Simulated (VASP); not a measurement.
# P (Cmmm) in VASP: notebook

P is run at these levels: PBEsol+D3(BJ); tasks: single point.

All numbers are computed with VASP 6.6.1; they aren't measurements. Logs are shortened: lines on timing, memory, paths and dates and some standing lists are left out, and cuts for length are marked.

### Step 1. The cell of the first run

Symmetry: Cmmm, No. 65, orthorhombic system. The conventional cell has a = 3.127 Å, b = 3.634 Å, c = 2.391 Å, α = 90.00°, β = 90.00°, γ = 90.00°. Within 3.2 Å of P (site symmetry mmm) lie 8 P at 2.39 to 3.13 Å.

### Step 2. Single point, PBEsol+D3(BJ) (strain -0.1500 x Voigt [0, 0, 0, 0, 0, 1])

INCAR

```
SYSTEM = P
  PREC = Accurate
  ENCUT = 520
  EDIFF = 1E-6
  ISMEAR = 0
  SIGMA = 0.15
  LREAL = .False.
  LASPH = .True.
  NELM = 80
  ALGO = Normal
  ISIF = 2
  LWAVE = .False.
  LCHARG = .False.
  GGA = PS
  IVDW = 12
  NBANDS = 8
```

KPOINTS

```
Automatic mesh
0
Gamma
  24 24 24
  0 0 0
```

POSCAR

```
P
1.0
    2.3904808287     -0.1792860622      0.0000000000
   -0.1792860622      2.3904808287      0.0000000000
    0.0000000000      0.0000000000      2.3906484192
P
1
Direct
    0.0000000000      0.0000000000      0.0000000000
```

Potentials or basis: VASP PAW PBE potentials, release 64 (P).

Launch:

```bash
$ cat potpaw_PBE.64/P/POTCAR > POTCAR
$ mpirun -np 1 vasp_std > vasp.out
```

OUTCAR:

```text
SYSTEM = P
   PREC = Accurate
   ENCUT = 520
   EDIFF = 1E-6
   ISMEAR = 0
   LREAL = .False.
   LASPH = .True.
   NELM = 80
   ISIF = 2
   GGA = PS
   IVDW = 12
 IVDW          = 12

 ion  position               nearest neighbor table
   1  0.000  0.000  0.000-

  LATTYP: Found a base centered orthorhombic cell.
 ALAT       =     3.1271016278
 B/A-ratio  =     1.1621621622
 C/A-ratio  =     0.7644933564

  Lattice vectors:

 A1 = (   2.3904808287,  -0.1792860622,   0.0000000000)
 A2 = (  -0.1792860622,   2.3904808287,   0.0000000000)
 A3 = (   0.0000000000,   0.0000000000,   2.3906484192)

Analysis of symmetry for initial positions (statically):
=====================================================================
 Subroutine PRICEL returns:
 Original cell was already a primitive cell.

 Routine SETGRP: Setting up the symmetry group for a
 base centered orthorhombic supercell.

 Subroutine GETGRP returns: Found  8 space group operations
 (whereof  8 operations were pure point group operations)
 out of a pool of  8 trial point group operations.

The static configuration has the point symmetry D_2h.

Analysis of symmetry for dynamics (positions and initial velocities):
=====================================================================
 Subroutine PRICEL returns:
 Original cell was already a primitive cell.

 Routine SETGRP: Setting up the symmetry group for a
 base centered orthorhombic supercell.

 Subroutine GETGRP returns: Found  8 space group operations
 (whereof  8 operations were pure point group operations)
 out of a pool of  8 trial point group operations.

The dynamic configuration has the point symmetry D_2h.

 Subroutine INISYM returns: Found  8 space group operations
 (whereof  8 operations are pure point group operations),
 and found     1 'primitive' translations

----------------------------------------------------------------------------------------

                                     Primitive cell

  volume of cell :      13.5843

  direct lattice vectors                    reciprocal lattice vectors
     2.390480829 -0.179286062  0.000000000     0.420692276  0.031551921  0.000000000
    -0.179286062  2.390480829  0.000000000     0.031551921  0.420692276  0.000000000
     0.000000000  0.000000000  2.390648419     0.000000000  0.000000000  0.418296556

  length of vectors
     2.397194628  2.397194628  2.390648419     0.421873813  0.421873813  0.418296556

  position of ions in fractional coordinates (direct lattice)
     0.000000000  0.000000000  0.000000000

  ion indices of the primitive-cell ions
   primitive index   ion index
                 1           1

----------------------------------------------------------------------------------------

 KPOINTS: Automatic mesh

Automatic generation of k-mesh.
 Grid dimensions read from file:
 generate k-points for:   24   24   24

 Generating k-lattice:

  Cartesian coordinates                     Fractional coordinates (reciprocal lattice)
     0.017528845  0.001314663  0.000000000     0.041666667 -0.000000000  0.000000000
     0.001314663  0.017528845  0.000000000    -0.000000000  0.041666667  0.000000000
     0.000000000  0.000000000  0.017429023     0.000000000  0.000000000  0.041666667

  Length of vectors
     0.017578076  0.017578076  0.017429023

  Shift w.r.t. Gamma in fractional coordinates (k-lattice)
     0.000000000  0.000000000  0.000000000

 Subroutine IBZKPT returns following result:
 ===========================================

 Found   2041 irreducible k-points:

 Following reciprocal coordinates:
            Coordinates               Weight
  0.000000  0.000000  0.000000      1.000000
  0.041667  0.000000  0.000000      4.000000
  0.083333 -0.000000  0.000000      4.000000
  0.125000  0.000000  0.000000      4.000000
  0.166667  0.000000  0.000000      4.000000
  0.208333 -0.000000  0.000000      4.000000
[... 16 lines left out ...]
  0.416667  0.041667  0.000000      4.000000
  0.458333  0.041667  0.000000      4.000000
 [... further k-points ...]
   k-points           NKPTS =   2041   k-points in BZ     NKDIM =   2041   number of bands    NBANDS=      8
   number of dos      NEDOS =    301   number of ions     NIONS =      1
   total plane-waves  NPLWV =   5832
   dimension x,y,z NGX =    18 NGY =   18 NGZ =   18
   dimension x,y,z NGXF=    36 NGYF=   36 NGZF=   36
   ions per type =               1
   NGX,Y,Z   is equivalent  to a cutoff of  12.48, 12.48, 12.52 a.u.
   NGXF,Y,Z  is equivalent  to a cutoff of  24.97, 24.97, 25.03 a.u.
 SYSTEM =  P
   PREC   = accura    normal or accurate (medium, high low for compatibility)
   ISTART =      0    job   : 0-new  1-cont  2-samecut
   ICHARG =      2    charge: 1-file 2-atom 10-const
   ISPIN  =      1    spin polarized calculation?
   LNONCOLLINEAR =      F non collinear calculations
   LSORBIT =      F    spin-orbit coupling
   LASPH  =      T    aspherical Exc in radial PAW
[... 65 lines left out ...]
      6      17.7572      0.00000
      7      25.4925      0.00000
      8      33.9437      0.00000

 k-point     2 :       0.0417    0.0000    0.0000
  band No.  band energies     occupation
      1      -6.5733      2.00000
      2      15.0231      0.00000
      3      15.9731      0.00000
      4      16.3319      0.00000
      5      17.4818      0.00000
      6      18.7517      0.00000
      7      25.6327      0.00000
      8      33.5193      0.00000

 k-point     3 :       0.0833   -0.0000    0.0000
  band No.  band energies     occupation
      1      -6.4456      2.00000
      2      13.5616      0.00000
      3      16.0749      0.00000
      4      16.2482      0.00000
      5      17.6400      0.00000
      6      20.1309      0.00000
      7      26.0584      0.00000
      8      32.5885      0.00000

 k-point     4 :       0.1250    0.0000    0.0000
  band No.  band energies     occupation
      1      -6.2334      2.00000
      2      11.9924      0.00000
      3      16.2433      0.00000
      4      16.2737      0.00000
      5      17.8750      0.00000
      6      21.3806      0.00000
      7      26.7524      0.00000
      8      31.5710      0.00000

 k-point     5 :       0.1667    0.0000    0.0000
  band No.  band energies     occupation
      1      -5.9376      2.00000
      2      10.4341      1.95306
      3      16.3526      0.00000
      4      16.4761      0.00000
      5      18.1705      0.00000
      6      22.4414      0.00000
      7      27.5383      0.00000
      8      30.7757      0.00000

 k-point     6 :       0.2083   -0.0000    0.0000
  band No.  band energies     occupation
      1      -5.5598      2.00000
      2       8.9181      2.00000
      3      16.4823      0.00000
      4      16.7695      0.00000
      5      18.5052      0.00000
      6      23.3470      0.00000
      7      27.8300      0.00000
      8      30.7381      0.00000

 k-point     7 :       0.2500    0.0000    0.0000
  band No.  band energies     occupation
      1      -5.1026      2.00000
      2       7.4606      2.00000
      3      16.6630      0.00000
      4      17.1177      0.00000
      5      18.8535      0.00000
      6      24.1629      0.00000
      7      27.3787      0.00000
      8      29.8911      0.00000
[... 133 lines left out ...]
 k-point    20 :       0.2917    0.0417    0.0000
  band No.  band energies     occupation
      1      -4.4468      2.00000
      2       5.9240      2.00000
      3      15.4370      0.00000
      4      17.5974      0.00000
      5      20.1071      0.00000
      6      25.5384      0.00000
      7      28.2641      0.00000
      8      28.6093      0.00000

 k-point    21 :       0.3333    0.0417    0.0000
  band No.  band energies     occupation
      1      -3.8383      2.00000
      2       4.6318      2.00000
      3      15.7250      0.00000
      4      18.0215      0.00000
      5      20.4106      0.00000
      6      25.9078      0.00000
      7      27.5457      0.00000
      8      27.9648      0.00000

 k-point    22 :       0.3750    0.0417    0.0000
  band No.  band energies     occupation
      1      -3.1812      2.00000
      2       3.4454      2.00000
      3      16.0625      0.00000
      4      18.4438      0.00000
      5      20.6186      0.00000
      6      25.8292      0.00000
      7      26.6230      0.00000
      8      28.1561      0.00000

 k-point    23 :       0.4167    0.0417    0.0000
  band No.  band energies     occupation
      1      -2.5166      2.00000
      2       2.4079      2.00000
      3      16.4373      0.00000
      4      18.8188      0.00000
      5      20.6875      0.00000
      6      25.5280      0.00000
      7      25.8925      0.00000
      8      28.5329      0.00000

 k-point    24 :       0.4583    0.0417    0.0000
  band No.  band energies     occupation
      1      -1.9567      2.00000
      2       1.6327      2.00000
      3      16.8297      0.00000
      4      19.0800      0.00000
      5      20.6027      0.00000
      6      25.1964      0.00000
      7      25.4236      0.00000
      8      28.6989      0.00000

 [... further k-points ...]

------------------------ aborting loop because EDIFF is reached ----------------------------------------

 Edisp (eV)   -0.41755

 E8    (eV) :    -0.2478

  FORCE on cell =-STRESS in cart. coord.  units (eV):
  Direction    XX          YY          ZZ          XY          YZ          ZX
  --------------------------------------------------------------------------------------
  -------------------------------------------------------------------------------------
  Total       0.08172     0.08172    -0.02915     0.87068     0.00000     0.00000
  in kB       9.63789     9.63789    -3.43790   102.69137     0.00000     0.00000
  external pressure =        5.28 kB  Pullay stress =        0.00 kB

 VOLUME and BASIS-vectors are now :
 -----------------------------------------------------------------------------
  energy-cutoff  :      520.00
  volume of cell :       13.58
      direct lattice vectors                 reciprocal lattice vectors
     2.390480829 -0.179286062  0.000000000     0.420692276  0.031551921  0.000000000
    -0.179286062  2.390480829  0.000000000     0.031551921  0.420692276  0.000000000
     0.000000000  0.000000000  2.390648419     0.000000000  0.000000000  0.418296556

 POSITION                                       TOTAL-FORCE (eV/Angst)
 -----------------------------------------------------------------------------------
      0.00000      0.00000      0.00000        -0.000000      0.000000      0.000000
 -----------------------------------------------------------------------------------
    total drift:                               -0.000000      0.000000      0.000000

  FREE ENERGIE OF THE ION-ELECTRON SYSTEM (eV)
  ---------------------------------------------------
  free  energy   TOTEN  =        -6.1125012098 eV

  energy  without entropy=       -6.1087104472  energy(sigma->0) =       -6.11060583
```

Run time: 46 s. Hardware: 1 thread of Intel Xeon 6975P-C (Granite Rapids), shared host; peak memory 0.28 GiB.

What came out:

| Item | Value |
| --- | --- |
| Free energy | -6.1125 eV |
| Pressure | 0.5 GPa |
| Dispersion energy per atom | -0.418 eV |

Caveat: the cell differs from its parent crystal (strain -0.1500 x Voigt [0, 0, 0, 0, 0, 1]); the PAW data sets were made with another functional, which shifts forces and pressure a little; pairwise dispersion overbinds metals, which lowers pressure and volume.

### Step 3. Single point, PBEsol+D3(BJ) (strain +0.1312 x Voigt [0, 0, 0, 0, 0, 1])

INCAR

```
PREC = Accurate
ENCUT = 520
EDIFF = 1E-6
ISMEAR = 0
SIGMA = 0.15
LREAL = False
LASPH = True
NELM = 80
ALGO = Normal
ISIF = 2
LWAVE = False
LCHARG = False
GGA = PS
IVDW = 12
NBANDS = 8
```

KPOINTS

```
regular mesh
0
Gamma
  24 24 24
```

POSCAR

```
P
1.0
    2.3904808287      0.1568155424      0.0000000000
    0.1568155424      2.3904808287      0.0000000000
    0.0000000000      0.0000000000      2.3906484192
P
1
Direct
    0.0000000000      0.0000000000      0.0000000000
```

Potentials or basis: VASP PAW PBE potentials, release 64 (P).

Launch:

```bash
$ cat potpaw_PBE.64/P/POTCAR > POTCAR
$ mpirun -np 1 vasp_std > vasp.out
```

It took 46 s on 1 thread of Intel Xeon 6975P-C (Granite Rapids), shared host; peak memory 0.28 GiB.

The run converged. Its results:

| Item | Value |
| --- | --- |
| Free energy | -6.1283 eV |
| Pressure | 0.4 GPa |
| Dispersion energy per atom | -0.417 eV |

Stress tensor (GPa, compression positive):
```
 0.63 -9.21  0.00
-9.21  0.63  0.00
 0.00  0.00 -0.16
```

Levels at points of the mesh, in eV from the Fermi level:
| k point | band 1 | band 2 | band 3 | band 4 | band 5 | band 6 | band 7 | band 8 |
| --- | --- | --- | --- | --- | --- | --- | --- | --- |
| (0.00, 0.00, 0.00) | -17.25 | 5.05 | 5.30 | 6.01 | 6.71 | 7.02 | 14.84 | 23.70 |
| (0.50, 0.00, 0.00) | -12.46 | -9.31 | 7.68 | 8.47 | 9.00 | 14.60 | 14.61 | 17.65 |
| (0.50, 0.50, 0.00) | -7.72 | -6.79 | -4.22 | 0.85 | 11.21 | 16.44 | 17.76 | 18.39 |
| (0.00, 0.00, 0.50) | -12.57 | -9.34 | 8.12 | 9.12 | 9.75 | 14.35 | 15.23 | 17.22 |
| (0.50, 0.00, 0.50) | -7.34 | -5.63 | -5.59 | 0.45 | 10.66 | 15.45 | 16.68 | 20.22 |
| (0.50, 0.50, 0.50) | -3.38 | -2.43 | -1.39 | -0.92 | 3.24 | 4.96 | 5.76 | 11.02 |

Caveat: the cell differs from its parent crystal (strain +0.1312 x Voigt [0, 0, 0, 0, 0, 1]); the PAW data sets were made with another functional, which shifts forces and pressure a little; pairwise dispersion overbinds metals, which lowers pressure and volume.

### Step 4. Single point, PBEsol+D3(BJ) (strain +0.1125 x Voigt [0, 0, 0, 0, 0, 1])

INCAR

```
SYSTEM = P
PREC = Accurate
ENCUT = 520
EDIFF = 1E-7
ISMEAR = 0
SIGMA = 0.15
LREAL = .FALSE.
LASPH = .TRUE.
NELM = 60
ALGO = Normal
ISIF = 2
LWAVE = .FALSE.
LCHARG = .FALSE.
GGA = PS
IVDW = 12
NBANDS = 8
```

KPOINTS

```
Automatic mesh
0
G
  24 24 24
  0 0 0
```

POSCAR

```
P
1.0
    2.3904808287      0.1344645466      0.0000000000
    0.1344645466      2.3904808287      0.0000000000
    0.0000000000      0.0000000000      2.3906484192
P
1
Direct
    0.0000000000      0.0000000000      0.0000000000
```

Launch:

```bash
$ cat potpaw_PBE.64/P/POTCAR > POTCAR
$ mpirun -np 1 vasp_std > vasp.out
```

Wall time 47 s (1 thread of Intel Xeon 6975P-C (Granite Rapids), shared host); peak memory 0.28 GiB.

The run converged. Its results:

- Free energy: -6.1421 eV
- Pressure: 0.3 GPa
- Dispersion energy per atom: -0.416 eV

Stress tensor (GPa, compression positive):
```
 0.36 -8.00  0.00
-8.00  0.36  0.00
 0.00  0.00  0.07
```

Levels at points of the mesh, in eV from the Fermi level:
```tsv
k point	band 1	band 2	band 3	band 4	band 5	band 6	band 7	band 8
(0.00, 0.00, 0.00)	-17.24	5.06	5.31	5.89	6.71	6.94	14.84	24.08
(0.50, 0.00, 0.00)	-12.48	-9.31	7.87	8.46	9.11	14.60	14.61	17.53
(0.50, 0.50, 0.00)	-7.64	-6.63	-4.44	0.75	11.24	16.56	17.81	18.23
(0.00, 0.00, 0.50)	-12.56	-9.33	8.14	9.01	9.67	14.36	15.12	17.17
(0.50, 0.00, 0.50)	-7.36	-5.63	-5.60	0.45	10.83	15.73	16.84	19.84
(0.50, 0.50, 0.50)	-3.23	-2.39	-1.27	-1.13	3.39	4.81	5.55	10.93
```

Caveat: the cell differs from its parent crystal (strain +0.1125 x Voigt [0, 0, 0, 0, 0, 1]); the PAW data sets were made with another functional, which shifts forces and pressure a little; pairwise dispersion overbinds metals, which lowers pressure and volume.

### Step 5. Single point, PBEsol+D3(BJ) (strain -0.0750 x Voigt [0, 0, 0, 0, 0, 1])

INCAR

```
SYSTEM = P
PREC = Accurate
ENCUT = 520
EDIFF = 1E-6
ISMEAR = 0
SIGMA = 0.15
LREAL = .False.
LASPH = .True.
NELM = 60
ALGO = Normal
ISIF = 2
LWAVE = .False.
LCHARG = .True.
GGA = PS
IVDW = 12
LELF = .True.
LVHAR = .True.
NBANDS = 8
```

KPOINTS

```
regular mesh
0
Gamma
  24 24 24
  0 0 0
```

POSCAR

```
P
1.0
    2.3904808287     -0.0896430311      0.0000000000
   -0.0896430311      2.3904808287      0.0000000000
    0.0000000000      0.0000000000      2.3906484192
P
1
Direct
    0.0000000000      0.0000000000      0.0000000000
```

Launch:

```bash
$ cat potpaw_PBE.64/P/POTCAR > POTCAR
$ mpirun -np 1 vasp_std > vasp.out
```

Wall time 47 s (1 thread of Intel Xeon 6975P-C (Granite Rapids), shared host); peak memory 0.28 GiB.

Results (log left out):

- Free energy: -6.1630 eV
- Pressure: 0.2 GPa
- Dispersion energy per atom: -0.416 eV

Stress tensor (GPa, compression positive):
```
0.23 5.08 0.00
5.08 0.23 0.00
0.00 0.00 0.14
```

Levels at points of the mesh, in eV from the Fermi level:
| k point | band 1 | band 2 | band 3 | band 4 | band 5 | band 6 |
| --- | --- | --- | --- | --- | --- | --- |
| (0.00, 0.00, 0.00) | -17.21 | 5.13 | 5.33 | 5.69 | 6.73 | 6.82 |
| (0.50, 0.00, 0.00) | -12.50 | -9.30 | 8.18 | 8.46 | 9.31 | 14.61 |
| (0.50, 0.50, 0.00) | -7.51 | -6.31 | -4.85 | 0.59 | 11.30 | 16.81 |
| (0.00, 0.00, 0.50) | -12.53 | -9.31 | 8.22 | 8.80 | 9.56 | 14.42 |
| (0.50, 0.00, 0.50) | -7.38 | -5.62 | -5.60 | 0.46 | 11.11 | 16.33 |
| (0.50, 0.50, 0.50) | -2.92 | -2.31 | -1.52 | -1.06 | 3.72 | 4.59 |

Caveat: the cell differs from its parent crystal (strain -0.0750 x Voigt [0, 0, 0, 0, 0, 1]); the PAW data sets were made with another functional, which shifts forces and pressure a little; pairwise dispersion overbinds metals, which lowers pressure and volume.

### Step 6. Overview

```tsv
cell	gap on the mesh (eV)	pressure (GPa)
a = 2.397, b = 2.397, c = 2.391 Å, angles 90.0, 90.0, 98.6°, 1 atom	none	0.5
a = 2.396, b = 2.396, c = 2.391 Å, angles 90.0, 90.0, 82.5°, 1 atom	none	0.4
a = 2.394, b = 2.394, c = 2.391 Å, angles 90.0, 90.0, 83.6°, 1 atom	none	0.3
a = 2.392, b = 2.392, c = 2.391 Å, angles 90.0, 90.0, 94.3°, 1 atom	none	0.2
```

Alike in all rows: task single point; level PBEsol+D3(BJ); potentials or basis VASP PAW PBE potentials, release 64 (P); no spin polarisation; k mesh 24 × 24 × 24; cutoff (eV) 520; smearing gaussian 0.15 eV.

Caveats: the PAW data sets were made with another functional, which shifts forces and pressure a little; pairwise dispersion overbinds metals, which lowers pressure and volume.

Absolute energies hang on the potentials; compare differences alone.
